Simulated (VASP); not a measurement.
# ZrH (Cm) in VASP: single point with PBEsol

Aim: the single point of ZrH with PBEsol.

All numbers are computed with VASP 6.6.1; they aren't measurements. Logs are shortened: lines on timing, memory, paths and dates and some standing lists are left out, and cuts for length are marked.

### 1 The cell of the first run

The structure is monoclinic, space group Cm (No. 8). Conventional cell: a = 6.199 Å, b = 3.213 Å, c = 3.342 Å, α = 90.00°, β = 121.38°, γ = 90.00°. Within 2.6 Å of Zr (site symmetry m) lie 4 H at 1.98 to 2.30 Å. H (site symmetry m) has 4 Zr at 1.98 to 2.30 Å within 2.6 Å.

### 2 Single point, PBEsol (strained and its atoms moved)

File INCAR:

```
  ALGO = Normal
  EDIFF = 1E-6
  ENCUT = 520
  GGA = PS
  ISIF = 2
  ISMEAR = 0
  LASPH = True
  LCHARG = False
  LREAL = False
  LWAVE = False
  NBANDS = 14
  NELM = 100
  PREC = Accurate
  SIGMA = 0.1
```

File KPOINTS:

```
k-points
0
Gamma
  16 16 16
```

File POSCAR:

```
ZrH
1.0
   -1.6064597758      1.6984946951      2.6647874611
    1.6064597758     -1.6428469494      2.6282598254
    1.6064597758      1.6428469494     -2.6282598254
Zr H
1 1
Direct
   -0.0008487694     -0.0169414201      0.0160926507
    0.7508487694      0.2669414201      0.4839073493
```

Potentials or basis: VASP PAW PBE potentials, release 64 (Zr_sv, H).

On the command line:

```console
cat potpaw_PBE.64/Zr_sv/POTCAR potpaw_PBE.64/H/POTCAR > POTCAR
mpirun -np 1 vasp_std > vasp.out
```

OUTCAR:

```text
EDIFF = 1E-6
   ENCUT = 520
   GGA = PS
   ISIF = 2
   ISMEAR = 0
   LASPH = True
   LREAL = False
   NELM = 100
   PREC = Accurate

 ion  position               nearest neighbor table
   1  0.999  0.983  0.016-   2 1.98   2 1.98   2 2.19   2 2.30
   2  0.751  0.267  0.484-   1 1.98   1 1.98   1 2.19   1 2.30

  LATTYP: Found a base centered monoclinic cell.
 ALAT       =     6.1989340403
 B/A-ratio  =     0.5183019420
 C/A-ratio  =     0.5390509525
 COS(beta)  =    -0.5207405952

  Lattice vectors:

 A1 = (  -1.6064597758,  -1.6428469494,   2.6282598254)
 A2 = (   1.6064597758,  -1.6428469494,   2.6282598254)
 A3 = (   0.0000000000,   3.3413416445,   0.0365276357)

Analysis of symmetry for initial positions (statically):
=====================================================================
 Subroutine PRICEL returns:
 Original cell was already a primitive cell.

 Routine SETGRP: Setting up the symmetry group for a
 base centered monoclinic supercell.

 Subroutine GETGRP returns: Found  2 space group operations
 (whereof  2 operations were pure point group operations)
 out of a pool of  4 trial point group operations.

The static configuration has the point symmetry C_1h.

Analysis of symmetry for dynamics (positions and initial velocities):
=====================================================================
 Subroutine PRICEL returns:
 Original cell was already a primitive cell.

 Routine SETGRP: Setting up the symmetry group for a
 base centered monoclinic supercell.

 Subroutine GETGRP returns: Found  2 space group operations
 (whereof  2 operations were pure point group operations)
 out of a pool of  4 trial point group operations.

The dynamic configuration has the point symmetry C_1h.

 Subroutine INISYM returns: Found  2 space group operations
 (whereof  2 operations are pure point group operations),
 and found     1 'primitive' translations

----------------------------------------------------------------------------------------

                                     Primitive cell

  volume of cell :      28.4084

  direct lattice vectors                    reciprocal lattice vectors
    -1.606459776  1.698494695  2.664787461     0.000000000  0.297249787  0.185801990
     1.606459776 -1.642846949  2.628259825     0.311243398 -0.002065593  0.188948802
     1.606459776  1.642846949 -2.628259825     0.311243398  0.299315380 -0.003146812

  length of vectors
     3.544952673  3.491046952  3.491046952     0.350542174  0.364113128  0.431824099

  position of ions in fractional coordinates (direct lattice)
     0.999151231  0.983058580  0.016092651
     0.750848769  0.266941420  0.483907349

  ion indices of the primitive-cell ions
   primitive index   ion index
                 1           1
                 2           2

----------------------------------------------------------------------------------------

 KPOINTS: k-points

Automatic generation of k-mesh.
 Grid dimensions read from file:
 generate k-points for:   16   16   16

 Generating k-lattice:

  Cartesian coordinates                     Fractional coordinates (reciprocal lattice)
     0.000000000  0.018578112  0.011612624     0.062500000  0.000000000 -0.000000000
     0.019452712 -0.000129100  0.011809300     0.000000000  0.062500000 -0.000000000
     0.019452712  0.018707211 -0.000196676     0.000000000  0.000000000  0.062500000

  Length of vectors
     0.021908886  0.022757070  0.026989006

  Shift w.r.t. Gamma in fractional coordinates (k-lattice)
     0.000000000  0.000000000  0.000000000

 Subroutine IBZKPT returns following result:
 ===========================================

 Found   1098 irreducible k-points:

 Following reciprocal coordinates:
            Coordinates               Weight
  0.000000  0.000000  0.000000      1.000000
  0.062500  0.000000  0.000000      2.000000
  0.125000  0.000000  0.000000      2.000000
  0.187500  0.000000 -0.000000      2.000000
  0.250000  0.000000  0.000000      2.000000
  0.312500  0.000000  0.000000      2.000000
[... 16 lines left out ...]
 -0.187500  0.062500  0.000000      4.000000
 -0.125000  0.062500 -0.000000      4.000000
 [... further k-points ...]
   k-points           NKPTS =   1098   k-points in BZ     NKDIM =   1098   number of bands    NBANDS=     14
   number of dos      NEDOS =    301   number of ions     NIONS =      2
   total plane-waves  NPLWV =  21952
   dimension x,y,z NGX =    28 NGY =   28 NGZ =   28
   dimension x,y,z NGXF=    56 NGYF=   56 NGZF=   56
   ions per type =               1   1
   NGX,Y,Z   is equivalent  to a cutoff of  13.13, 13.33, 13.33 a.u.
   NGXF,Y,Z  is equivalent  to a cutoff of  26.26, 26.67, 26.67 a.u.
 SYSTEM =  unknown system
   PREC   = accura    normal or accurate (medium, high low for compatibility)
   ISTART =      0    job   : 0-new  1-cont  2-samecut
   ICHARG =      2    charge: 1-file 2-atom 10-const
   ISPIN  =      1    spin polarized calculation?
   LNONCOLLINEAR =      F non collinear calculations
   LSORBIT =      F    spin-orbit coupling
   LASPH  =      T    aspherical Exc in radial PAW
   ENCUT  =  520.0 eV  38.22 Ry    6.18 a.u.   6.59  6.49  6.49*2*pi/ulx,y,z
   NELM   =    100;   NELMIN=  2; NELMDL= -5     # of ELM steps
   EDIFF  = 0.1E-05   stopping-criterion for ELM
   LREAL  =      F    real-space projection
   EDIFFG = 0.1E-04   stopping-criterion for IOM
   NSW    =      0    number of steps for IOM
   IBRION =     -1    ionic relax: 0-MD 1-quasi-New 2-CG
   NFREE  =      0    steps in history (QN), initial steepest desc. (CG)
   ISIF   =      2    stress and relaxation
   ISYM   =      2    0-nonsym 1-usesym 2-fastsym
   POTIM  = 0.5000    time-step for ionic-motion
   TEBEG  =    0.0;   TEEND  =   0.0 temperature during run
   PSTRESS=    0.0 pullay stress
   NELECT =      13.0000    total number of electrons
   NUPDOWN=      -1.0000    fix difference up-down
   EMIN   =  10.00;   EMAX   =-10.00  energy-range for DOS
   EFERMI =   0.00;   METHOD = LEGACY
   ISMEAR =     0;   SIGMA  =   0.10  broadening in eV -4-tet -1-fermi 0-gaus
   EFERMI_NEDOS =   21; number of points for ismear=-14 and -15
   IALGO  =     38    algorithm
   IMIX   =      4    mixing-type and parameters
     AMIX     =   0.40;   BMIX     =  1.00
     AMIX_MAG =   1.60;   BMIX_MAG =  1.00
  volume/ion in A,a.u.               =      14.20        95.85
  Fermi-wavevector in a.u.,A,eV,Ry     =   1.261558  2.383998 21.654047  1.591528
  Thomas-Fermi vector in A             =   2.395011
   LORBIT       =      0    0 simple, 1 ext, 2 COOP (PROOUT), +10 PAW based schemes
   GGA     = PS    functional components
   LHFCALC =     F    Hartree Fock is set to
   AEXX    =    0.0000 exact exchange contribution
   IVDW    =     0    specifies the selected vdW correction
   LEPSILON=     F    determine dielectric tensor
   LRPA    =     F    only Hartree local field effects (RPA)
 non-spin polarized calculation
 Gauss-broadening in eV      SIGMA  =   0.10
  energy-cutoff  :      520.00
  volume of cell :       28.41
 maximum number of plane-waves:       779
   NGX = 13   NGY = 13   NGZ = 13

 number of electron      13.0000000 magnetization

 Free energy of the ion-electron system (eV)
  ---------------------------------------------------
  ext. energy  EPLUGINS =         0.00000000
  ---------------------------------------------------
  free energy    TOTEN  =       -12.93755920 eV

  energy without entropy =      -12.92988592  energy(sigma->0) =      -12.93372256

 E-fermi :   7.0488     XC(G=0): -10.7660

 val. band max:        7.0470508795   @ k =   0.4375   0.0625   0.0000
 cond. band min:       7.0499574989   @ k =   0.4375   0.2500   0.1875
 fundamental gap:      0.0029066194
 Fermi energy:         7.0488126323

 k-point     1 :       0.0000    0.0000    0.0000
  band No.  band energies     occupation
      1     -41.7944      2.00000
      2     -19.6066      2.00000
      3     -19.5683      2.00000
      4     -19.4700      2.00000
      5      -0.5283      2.00000
      6       6.8110      1.99923
      7       7.8698      0.00000
      8       8.2916      0.00000
      9       8.7942      0.00000
     10      10.5746      0.00000
     11      11.5576      0.00000
     12      18.5573      0.00000
     13      20.5302      0.00000
     14      21.6691      0.00000

 k-point     2 :       0.0625    0.0000    0.0000
  band No.  band energies     occupation
      1     -41.7923      2.00000
      2     -19.6221      2.00000
      3     -19.5769      2.00000
      4     -19.4709      2.00000
      5      -0.4506      2.00000
      6       6.7777      1.99987
      7       7.7525      0.00000
      8       8.3357      0.00000
      9       8.8068      0.00000
     10      10.5199      0.00000
     11      11.8030      0.00000
     12      18.6472      0.00000
     13      20.1457      0.00000
     14      21.8528      0.00000

 k-point     3 :       0.1250    0.0000    0.0000
  band No.  band energies     occupation
      1     -41.7862      2.00000
      2     -19.6743      2.00000
      3     -19.5926      2.00000
      4     -19.4735      2.00000
      5      -0.2285      2.00000
      6       6.6268      2.00000
      7       7.5589      0.00000
      8       8.4565      0.00000
      9       8.8720      0.00000
     10      10.3825      0.00000
     11      12.3933      0.00000
     12      18.5508      0.00000
     13      19.9121      0.00000
     14      22.3741      0.00000
[... 324 lines left out ...]
 k-point    23 :      -0.1875    0.0625    0.0000
  band No.  band energies     occupation
      1     -41.7769      2.00000
      2     -19.7328      2.00000
      3     -19.6128      2.00000
      4     -19.4945      2.00000
      5       0.0676      2.00000
      6       6.4641      2.00000
      7       7.4111      0.00000
      8       8.4697      0.00000
      9       9.1602      0.00000
     10      10.0699      0.00000
     11      13.1056      0.00000
     12      18.2657      0.00000
     13      20.0821      0.00000
     14      22.2880      0.00000

 k-point    24 :      -0.1250    0.0625   -0.0000
  band No.  band energies     occupation
      1     -41.7853      2.00000
      2     -19.6550      2.00000
      3     -19.5976      2.00000
      4     -19.4927      2.00000
      5      -0.2312      2.00000
      6       6.7916      1.99972
      7       7.4362      0.00000
      8       8.3135      0.00000
      9       8.9801      0.00000
     10      10.2419      0.00000
     11      12.4976      0.00000
     12      18.8356      0.00000
     13      19.6746      0.00000
     14      21.9021      0.00000

 [... further k-points ...]
[... 5 lines left out ...]
  --------------------------------------------------------------------------------------
  -------------------------------------------------------------------------------------
  Total       -0.1279935     -2.2847846     -1.8170210      0.0000000     -0.0514203     -0.0000000
  in kB       -7.2185824   -128.8573640   -102.4764169      0.0000000     -2.9000046     -0.0000000
  external PRESSURE =     -79.5174544 kB  Pullay stress =       0.0000000 kB

 VOLUME and BASIS-vectors are now :
 -----------------------------------------------------------------------------
  energy-cutoff  :      520.00
  volume of cell :       28.41
      direct lattice vectors                 reciprocal lattice vectors
    -1.606459776  1.698494695  2.664787461     0.000000000  0.297249787  0.185801990
     1.606459776 -1.642846949  2.628259825     0.311243398 -0.002065593  0.188948802
     1.606459776  1.642846949 -2.628259825     0.311243398  0.299315380 -0.003146812

 POSITION                                       TOTAL-FORCE (eV/Angst)
 -----------------------------------------------------------------------------------
      0.00000      0.10848      5.20396        -0.000000     -0.124557      0.805505
     -0.00000      1.63175      1.43061         0.000000      0.124557     -0.805505
 -----------------------------------------------------------------------------------
    total drift:                               -0.000000      0.000039     -0.000108

  FREE ENERGIE OF THE ION-ELECTRON SYSTEM (eV)
  ---------------------------------------------------
  free  energy   TOTEN  =       -12.9375591969 eV

  energy  without entropy=      -12.9298859177  energy(sigma->0) =      -12.93372256
```

Wall time 5.8 min (1 thread of Oxide Virtual Turin-like, shared host); peak memory 0.48 GiB.

Results:

| Property | Result |
| --- | --- |
| Free energy | -12.9376 eV |
| Pressure | -8.0 GPa |
| Largest force | 0.815 eV/Å |

Forces on the atoms (eV/Å):
```
Zr   0.000 -0.125  0.806
H    0.000  0.125 -0.806
```

Stress tensor (GPa, compression positive):
```
 -0.72   0.00   0.00
  0.00 -12.89  -0.29
  0.00  -0.29 -10.25
```

Levels at points of the mesh, in eV from the Fermi level:
| k point | band 5 | band 6 | band 7 | band 8 | band 9 | band 10 |
| --- | --- | --- | --- | --- | --- | --- |
| (0.00, 0.00, 0.00) | -7.58 | -0.24 | 0.82 | 1.24 | 1.75 | 3.53 |
| (0.50, 0.00, 0.00) | -5.69 | -0.77 | -0.04 | 1.51 | 3.81 | 4.14 |
| (0.00, 0.50, 0.00) | -5.63 | -0.45 | 0.25 | 1.01 | 3.72 | 4.29 |
| (0.50, 0.50, 0.00) | -5.14 | -2.40 | 0.88 | 3.61 | 3.92 | 5.04 |
| (0.00, 0.50, 0.50) | -5.92 | -0.30 | -0.14 | 1.45 | 3.98 | 4.21 |
| (0.50, 0.50, 0.50) | -5.11 | -2.52 | -0.26 | 4.24 | 4.34 | 4.40 |

Caveat: the cell differs from its parent crystal (strained and its atoms moved); the PAW data sets were made with another functional, which shifts forces and pressure a little.
